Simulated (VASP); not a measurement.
AlV2N3: relaxation of cell and atoms with PBE

Crystal: AlV2N3.

```
Al V N
1.0
     2.92993    0.00000    0.00000
    -1.46496    2.53739    0.00000
     0.00000    0.00000    7.03978
Al V N
1 2 3
Direct
  0.00000 0.00000 0.50000
  0.66667 0.33333 0.85237
  0.33333 0.66667 0.14763
  0.33333 0.66667 0.66200
  0.66667 0.33333 0.33800
  0.00000 0.00000 0.00000
```

```json
{
 "Program": "VASP 6.6.1",
 "Task": "relaxation of cell and atoms",
 "Functional": "PBE",
 "Potentials or basis": "VASP PAW PBE potentials, release 64 (Al, V_sv, N)",
 "Cutoff": "600 eV",
 "k mesh": "6 × 6 × 4",
 "Occupations": "gaussian, width 0.1 eV",
 "Spin": "no spin polarisation",
 "Dipole correction": "no",
 "Further INCAR settings": "ALGO = Normal; EDIFF = 1e-06; IBRION = 2; EDIFFG = -0.04; NSW = 90; ISIF = 3"
}
```

```yaml
Relaxed_volume: 8.75 Å³/atom
Relaxed_cell: a = 2.932 Å, b = 2.932 Å, c = 7.047 Å, α = 90.00°, β = 90.00°, γ = 120.00°
Space_group_after_relaxing_to_0.1_Å: P-3m1 (No. 164)
Ionic_steps: 2
Pressure_after_relaxing: -0.5 GPa
Largest_force_after_relaxing: 0.038 eV/Å
Band_gap_on_the_k_mesh: zero (bands 22 and 23 overlap by 1.25 eV)
```

Forces on the atoms (eV/Å):
```
Al   0.000  0.000  0.000
V    0.000  0.000  0.038
V    0.000  0.000 -0.038
N    0.000  0.000 -0.015
N    0.000  0.000  0.015
N    0.000  0.000  0.000
```

Final structure:
```
Al V N
1.0
     2.93244    0.00000    0.00000
    -1.46622    2.53957    0.00000
     0.00000    0.00000    7.04725
Al V N
1 2 3
Direct
  0.00000 0.00000 0.50000
  0.66667 0.33333 0.85204
  0.33333 0.66667 0.14796
  0.33333 0.66667 0.66186
  0.66667 0.33333 0.33814
  0.00000 0.00000 0.00000
```

Levels at points of the mesh, in eV from the Fermi level:
| k point | band 18 | band 19 | band 20 | band 21 | band 22 | band 23 | band 24 | band 25 | band 26 |
| --- | --- | --- | --- | --- | --- | --- | --- | --- | --- |
| (0.00, 0.00, 0.00) | -1.74 | -1.72 | -1.72 | -1.41 | -1.41 | -0.81 | 0.46 | 0.46 | 0.83 |
| (0.50, 0.00, 0.00) | -3.79 | -3.70 | -3.40 | -3.08 | 0.44 | 0.50 | 1.03 | 1.19 | 1.21 |
| (0.00, 0.00, 0.50) | -2.93 | -2.23 | -2.23 | -1.36 | -1.36 | -0.52 | 0.45 | 0.45 | 0.95 |
| (0.50, 0.00, 0.50) | -4.21 | -4.01 | -2.93 | -2.46 | 0.34 | 0.51 | 0.98 | 1.03 | 1.32 |

Run time: 27 s on 1 thread of Intel(R) Xeon(R) 6975P-C (Granite Rapids) (shared host), peak memory 0.2 GiB.

Caveat: the k points lie up to 0.41 Å⁻¹ apart in the final cell, too coarse for converged energies and pressures of a metal; the run has no spin polarisation, though such a crystal can be magnetic. With open d or f shells a metallic result of PBE can be an artefact of self-interaction; +U or a hybrid may open a gap.
